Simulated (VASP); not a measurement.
Runs of VASP 6.6.1 on BN. The structure is that of space group P6_3mc (No. 186), or close to it. The cells are those of the table. 

```csv
level,cell,gap on the mesh (eV),pressure (GPa),largest force (eV/Å)
PBE,"a = 2.580, b = 2.580, c = 4.266 Å, angles 90.0, 90.0, 120.0°, 4 atoms",5.25,-10.2,0.02
r2SCAN,"a = 2.492, b = 2.492, c = 4.122 Å, angles 90.0, 90.0, 120.0°, 4 atoms",5.62,(a),0.05
PBE,"a = 2.554, b = 2.554, c = 4.224 Å, angles 90.0, 90.0, 120.0°, 4 atoms",(c),0.3,-
PBE,"a = 2.502, b = 2.502, c = 4.138 Å, angles 90.0, 90.0, 120.0°, 4 atoms",5.11,26.3,0.05
r2SCAN,"a = 2.569, b = 2.569, c = 4.249 Å, angles 90.0, 90.0, 120.0°, 4 atoms",(b),-10.0,0.02
```

Alike in all rows: task single point; potentials or basis VASP PAW PBE potentials, release 64 (B, N); no spin polarisation; k mesh 9 × 9 × 6; cutoff (eV) 520; smearing gaussian 0.01 eV.

Fill in the values left out.

(a) 28.5; (b) 5.76; (c) 5.21.

Caveats: the PAW data sets were made with another functional, which shifts forces and pressure a little (some runs).

A k mesh can miss the band edges.
